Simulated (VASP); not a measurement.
Co:

```
CELL_PARAMETERS angstrom
2.49539 0.00000 0.00000
-1.24770 2.16107 0.00000
0.00000 0.00000 4.03175
ATOMIC_POSITIONS crystal
Co 0.33333 0.66667 0.25000
Co 0.66667 0.33333 0.75000
```

Base run:

| Quantity | Value |
| --- | --- |
| Program | VASP 6.6.1 |
| Functional | LDA |
| Potentials or basis | VASP PAW LDA potentials, release 64 (Co) |
| Cutoff | 520 eV |
| k mesh | 17 × 17 × 9 |
| Occupations | fermi-dirac, width 0.05 eV |
| Spin | collinear spin, ferromagnetic start |
| Starting moments | [2.0, 2.0] μB |

Its results: pressure -19.1 GPa; net moment 3.12 μB per cell; site moments Co +1.56 μB.

The run is repeated on the same cell with these changes: functional from LDA to PBEsol; potentials or basis from VASP PAW LDA potentials, release 64 (Co) to VASP PAW PBE potentials, release 64 (Co). What comes out?

Pressure -10.7 GPa; net moment 3.23 μB per cell; site moments Co +1.63 μB.

Caveats: the cell stands under tension; the PAW data sets were made with another functional, which shifts forces and pressure a little (at least some runs).
